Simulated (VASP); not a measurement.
# BiP (zincblende type) (F-43m) in VASP: a series of runs

BiP (zincblende type) is run at these levels: PBE; tasks: electric field gradients.

Everything below comes from runs of VASP 6.6.1. Logs are shortened: lines on timing, memory, paths and dates and some standing lists are left out, and cuts for length are marked.

## Step 1: The cell of the first run

It takes space group F-43m (No. 216, cubic). The conventional cell has a = 6.504 Å, b = 6.504 Å, c = 6.504 Å, α = 90.00°, β = 90.00°, γ = 90.00°. Within 3.7 Å of Bi (site symmetry -43m) lie 4 P at 2.82 Å. Within 3.7 Å of P (site symmetry -43m) lie 4 Bi at 2.82 Å.

## Step 2: Electric field gradients, PBE

File INCAR:

```
SYSTEM = BiP
PREC = Accurate
ENCUT = 520
EDIFF = 1E-8
ISMEAR = -1
SIGMA = 0.05
LREAL = .False.
LASPH = .True.
NELM = 60
ALGO = Normal
ISIF = 2
LWAVE = .False.
LCHARG = .False.
GGA = PE
LEFG = .True.
NBANDS = 17
```

File KPOINTS:

```
Automatic mesh
0
Gamma
  3 3 3
  0 0 0
```

File POSCAR:

```
BiP
1.0
    0.0000000000      3.2519146124      3.2519146124
    3.2519146124      0.0000000000      3.2519146124
    3.2519146124      3.2519146124      0.0000000000
Bi P
1 1
Direct
    0.0000000000      0.0000000000      0.0000000000
    0.2500000000      0.2500000000      0.2500000000
```

Potentials or basis: VASP PAW PBE potentials, release 64 (Bi_d, P).

Launch:

```console
$ cat potpaw_PBE.64/Bi_d/POTCAR potpaw_PBE.64/P/POTCAR > POTCAR
$ mpirun -np 1 vasp_std > vasp.out
```

OUTCAR:

```text
SYSTEM = BiP
   PREC = Accurate
   ENCUT = 520
   EDIFF = 1E-8
   ISMEAR = -1
   LREAL = .False.
   LASPH = .True.
   NELM = 60
   ISIF = 2
   GGA = PE

 ion  position               nearest neighbor table
   1  0.000  0.000  0.000-   2 2.82   2 2.82   2 2.82   2 2.82
   2  0.250  0.250  0.250-   1 2.82   1 2.82   1 2.82   1 2.82

  LATTYP: Found a face centered cubic cell.
 ALAT       =     6.5038292248

  Lattice vectors:

 A1 = (   0.0000000000,   3.2519146124,   3.2519146124)
 A2 = (   3.2519146124,   0.0000000000,   3.2519146124)
 A3 = (   3.2519146124,   3.2519146124,   0.0000000000)

Analysis of symmetry for initial positions (statically):
=====================================================================
 Subroutine PRICEL returns:
 Original cell was already a primitive cell.

 Routine SETGRP: Setting up the symmetry group for a
 face centered cubic supercell.

 Subroutine GETGRP returns: Found 24 space group operations
 (whereof 24 operations were pure point group operations)
 out of a pool of 48 trial point group operations.

The static configuration has the point symmetry T_d .

Analysis of symmetry for dynamics (positions and initial velocities):
=====================================================================
 Subroutine PRICEL returns:
 Original cell was already a primitive cell.

 Routine SETGRP: Setting up the symmetry group for a
 face centered cubic supercell.

 Subroutine GETGRP returns: Found 24 space group operations
 (whereof 24 operations were pure point group operations)
 out of a pool of 48 trial point group operations.

The dynamic configuration has the point symmetry T_d .

 Subroutine INISYM returns: Found 24 space group operations
 (whereof 24 operations are pure point group operations),
 and found     1 'primitive' translations

----------------------------------------------------------------------------------------

                                     Primitive cell

  volume of cell :      68.7777

  direct lattice vectors                    reciprocal lattice vectors
     0.000000000  3.251914612  3.251914612    -0.153755575  0.153755575  0.153755575
[... 101 lines left out ...]
   NGX = 17   NGY = 17   NGZ = 17

 number of electron      19.9999995 magnetization

 Free energy of the ion-electron system (eV)
  ---------------------------------------------------
  ext. energy  EPLUGINS =         0.00000000
  ---------------------------------------------------
  free energy    TOTEN  =        -8.75533969 eV

  energy without entropy =       -8.74847357  energy(sigma->0) =       -8.75190663

 E-fermi :   3.8060     XC(G=0):  -8.4645

 val. band max:        3.5820794996   @ k =   0.3333   0.3333   0.0000
 cond. band min:       3.9784808501   @ k =   0.3333   0.3333   0.0000
 fundamental gap:      0.3964013505
 Fermi energy:         3.8060038620

 k-point     1 :       0.0000    0.0000    0.0000
  band No.  band energies     occupation
      1     -18.9531      2.00000
      2     -18.9531      2.00000
      3     -18.9531      2.00000
      4     -18.9311      2.00000
      5     -18.9311      2.00000
      6      -8.7720      2.00000
[... 57 lines left out ...]
      4     -18.9317      2.00000
      5     -18.9290      2.00000
      6      -7.1098      2.00000
[... 9 lines left out ...]
     16      12.6886      0.00000
     17      14.2703      0.00000

------------------------ aborting loop because EDIFF is reached ----------------------------------------

  FORCE on cell =-STRESS in cart. coord.  units (eV):
  Direction    XX          YY          ZZ          XY          YZ          ZX
  --------------------------------------------------------------------------------------
  -------------------------------------------------------------------------------------
  Total       -0.6994407     -0.6994407     -0.6994407      0.0000000     -0.0000000      0.0000000
  in kB      -16.2934891    -16.2934891    -16.2934891      0.0000000     -0.0000000      0.0000000
  external PRESSURE =     -16.2934891 kB  Pullay stress =       0.0000000 kB

 VOLUME and BASIS-vectors are now :
 -----------------------------------------------------------------------------
  energy-cutoff  :      520.00
  volume of cell :       68.78
      direct lattice vectors                 reciprocal lattice vectors
     0.000000000  3.251914612  3.251914612    -0.153755575  0.153755575  0.153755575
     3.251914612  0.000000000  3.251914612     0.153755575 -0.153755575  0.153755575
     3.251914612  3.251914612  0.000000000     0.153755575  0.153755575 -0.153755575

 POSITION                                       TOTAL-FORCE (eV/Angst)
 -----------------------------------------------------------------------------------
      0.00000      0.00000      0.00000         0.000000     -0.000000     -0.000000
      1.62596      1.62596      1.62596        -0.000000      0.000000      0.000000
 -----------------------------------------------------------------------------------
    total drift:                               -0.000000     -0.000000     -0.000000

  FREE ENERGIE OF THE ION-ELECTRON SYSTEM (eV)
  ---------------------------------------------------
  free  energy   TOTEN  =        -8.7553396864 eV

  energy  without entropy=       -8.7484735721  energy(sigma->0) =       -8.75190663

 Electric field gradients (V/A^2)
---------------------------------------------------------------------
 ion       V_xx      V_yy      V_zz      V_xy      V_xz      V_yz
---------------------------------------------------------------------
   1       0.000     0.000     0.000     0.001     0.001     0.001
   2       0.000    -0.000    -0.000    -0.000    -0.000    -0.000
---------------------------------------------------------------------

 Electric field gradients after diagonalization (V/A^2)
 (convention: |V_zz| > |V_xx| > |V_yy|)
----------------------------------------------------------------------
 ion       V_xx      V_yy      V_zz     asymmetry (V_yy - V_xx)/ V_zz
----------------------------------------------------------------------
   1      -0.001    -0.001     0.001       0.000
   2       0.000     0.000    -0.000       0.000
----------------------------------------------------------------------

           NMR quadrupolar parameters

 Cq : quadrupolar parameter    Cq=e*Q*V_zz/h
 eta: asymmetry parameters     (V_yy - V_xx)/ V_zz
 Q  : nuclear electric quadrupole moment in mb (millibarn)
----------------------------------------------------------------------
 ion       Cq(MHz)       eta       Q (mb)
----------------------------------------------------------------------
   1       0.000       0.000       1.000
   2      -0.000       0.000       1.000
----------------------------------------------------------------------
```

stdout:

```text
POSCAR found type information on POSCAR BiP
 POSCAR found :  2 types and       2 ions
 scaLAPACK will be used
 LDA part: xc-table for (Slater+PW92), standard interpolation
 POSCAR, INCAR and KPOINTS ok, starting setup
 FFT: planning ... GRIDC
 FFT: planning ... GRID_SOFT
 FFT: planning ... GRID
 WAVECAR not read
 entering main loop
ion   1

ion   2
```

Wall time 7.4 s (1 thread of AMD EPYC 9R14 (Zen 4), shared host); peak memory 0.17 GiB.

Results:

```yaml
Free_energy: -8.7553 eV
Pressure: -1.6 GPa
Band_gap_on_the_k_mesh: 0.40 eV, direct
```

Levels at points of the mesh, in eV from the valence-band top:
| k point | band 7 | band 8 | band 9 | band 10 | band 11 | band 12 | band 13 | band 14 |
| --- | --- | --- | --- | --- | --- | --- | --- | --- |
| (0.00, 0.00, 0.00) | -5.67 | -1.16 | -1.16 | -1.16 | 1.48 | 1.48 | 1.48 | 4.81 |

Caveat: the k points lie up to 0.56 Å⁻¹ apart; without QUAD_EFG the Cq values of the log hold for a quadrupole moment of 1 mb, not for the nuclei; spin-orbit coupling is left out, which moves the levels of the heavy elements.

## Step 3: Electric field gradients, PBE

INCAR is that of step 2.

File KPOINTS:

```
Automatic mesh
0
Gamma
  4 4 4
  0 0 0
```

POSCAR is that of step 2.

Potentials or basis: VASP PAW PBE potentials, release 64 (Bi_d, P).

Launch:

```console
$ cat potpaw_PBE.64/Bi_d/POTCAR potpaw_PBE.64/P/POTCAR > POTCAR
$ mpirun -np 1 vasp_std > vasp.out
```

OUTCAR:

```text
SYSTEM = BiP
   PREC = Accurate
   ENCUT = 520
   EDIFF = 1E-8
   ISMEAR = -1
   LREAL = .False.
   LASPH = .True.
   NELM = 60
   ISIF = 2
   GGA = PE

 ion  position               nearest neighbor table
   1  0.000  0.000  0.000-   2 2.82   2 2.82   2 2.82   2 2.82
   2  0.250  0.250  0.250-   1 2.82   1 2.82   1 2.82   1 2.82

  LATTYP: Found a face centered cubic cell.
 ALAT       =     6.5038292248

  Lattice vectors:

 A1 = (   0.0000000000,   3.2519146124,   3.2519146124)
 A2 = (   3.2519146124,   0.0000000000,   3.2519146124)
[... 353 lines left out ...]
  ---------------------------------------------------
  free  energy   TOTEN  =        -8.6860339225 eV

  energy  without entropy=       -8.6794182557  energy(sigma->0) =       -8.68272609

 Electric field gradients (V/A^2)
---------------------------------------------------------------------
 ion       V_xx      V_yy      V_zz      V_xy      V_xz      V_yz
---------------------------------------------------------------------
   1      -0.000    -0.000     0.000     0.001     0.001     0.001
   2      -0.000    -0.000     0.000    -0.000    -0.000    -0.000
---------------------------------------------------------------------

 Electric field gradients after diagonalization (V/A^2)
 (convention: |V_zz| > |V_xx| > |V_yy|)
----------------------------------------------------------------------
 ion       V_xx      V_yy      V_zz     asymmetry (V_yy - V_xx)/ V_zz
----------------------------------------------------------------------
   1      -0.001    -0.001     0.001       0.000
   2       0.000     0.000    -0.000       0.000
----------------------------------------------------------------------

           NMR quadrupolar parameters

 Cq : quadrupolar parameter    Cq=e*Q*V_zz/h
 eta: asymmetry parameters     (V_yy - V_xx)/ V_zz
 Q  : nuclear electric quadrupole moment in mb (millibarn)
----------------------------------------------------------------------
 ion       Cq(MHz)       eta       Q (mb)
----------------------------------------------------------------------
   1       0.000       0.000       1.000
   2      -0.000       0.000       1.000
----------------------------------------------------------------------
```

OSZICAR:

```text
N       E                     dE             d eps       ncg     rms          rms(c)
DAV:   1     0.156355773256E+03    0.15636E+03   -0.96680E+03   280   0.116E+03
DAV:   2     0.219294022455E+01   -0.15416E+03   -0.15091E+03   321   0.329E+02
DAV:   3    -0.871423976480E+01   -0.10907E+02   -0.10856E+02   314   0.899E+01
DAV:   4    -0.902296492501E+01   -0.30873E+00   -0.30856E+00   342   0.170E+01
DAV:   5    -0.903388765379E+01   -0.10923E-01   -0.10922E-01   384   0.284E+00    0.347E+00
DAV:   6    -0.868331879366E+01    0.35057E+00   -0.15178E+00   376   0.554E+00    0.208E+00
DAV:   7    -0.868805603413E+01   -0.47372E-02   -0.96310E-02   282   0.165E+00    0.127E+00
DAV:   8    -0.868662394623E+01    0.14321E-02   -0.17273E-02   360   0.103E+00    0.188E-01
DAV:   9    -0.868590920303E+01    0.71474E-03   -0.36389E-03   372   0.396E-01    0.115E-01
DAV:  10    -0.868606388720E+01   -0.15468E-03   -0.79019E-04   304   0.191E-01    0.457E-02
DAV:  11    -0.868603103567E+01    0.32852E-04   -0.23206E-04   379   0.111E-01    0.829E-03
DAV:  12    -0.868603345351E+01   -0.24178E-05   -0.16653E-05   310   0.245E-02    0.454E-03
DAV:  13    -0.868603376917E+01   -0.31566E-06   -0.24955E-06   295   0.815E-03    0.504E-03
DAV:  14    -0.868603384615E+01   -0.76979E-07   -0.14716E-07   354   0.299E-03    0.399E-04
DAV:  15    -0.868603388770E+01   -0.41551E-07   -0.91395E-09   244   0.531E-04    0.349E-04
DAV:  16    -0.868603392591E+01   -0.38206E-07   -0.71763E-09   221   0.538E-04    0.104E-04
DAV:  17    -0.868603392253E+01    0.33733E-08   -0.90933E-10   163   0.200E-04
   1 F= -.86860339E+01 E0= -.86827261E+01  d E =-.661567E-02
```

stdout:

```text
POSCAR found type information on POSCAR BiP
 POSCAR found :  2 types and       2 ions
 scaLAPACK will be used
 LDA part: xc-table for (Slater+PW92), standard interpolation
 POSCAR, INCAR and KPOINTS ok, starting setup
 FFT: planning ... GRIDC
 FFT: planning ... GRID_SOFT
 FFT: planning ... GRID
 WAVECAR not read
 entering main loop
ion   1

ion   2
```

It took 11 s on 1 thread of AMD EPYC 9R14 (Zen 4), shared host; peak memory 0.17 GiB.

Results:

- Free energy: -8.6860 eV
- Pressure: -1.0 GPa
- Band gap on the k mesh: zero (band 10 reaches 4.49 eV, above the bottom of band 11 at 3.80 eV)

Caveat: the k points lie up to 0.42 Å⁻¹ apart; without QUAD_EFG the Cq values of the log hold for a quadrupole moment of 1 mb, not for the nuclei; spin-orbit coupling is left out, which moves the levels of the heavy elements.

(Continued in part 2 of 2.)
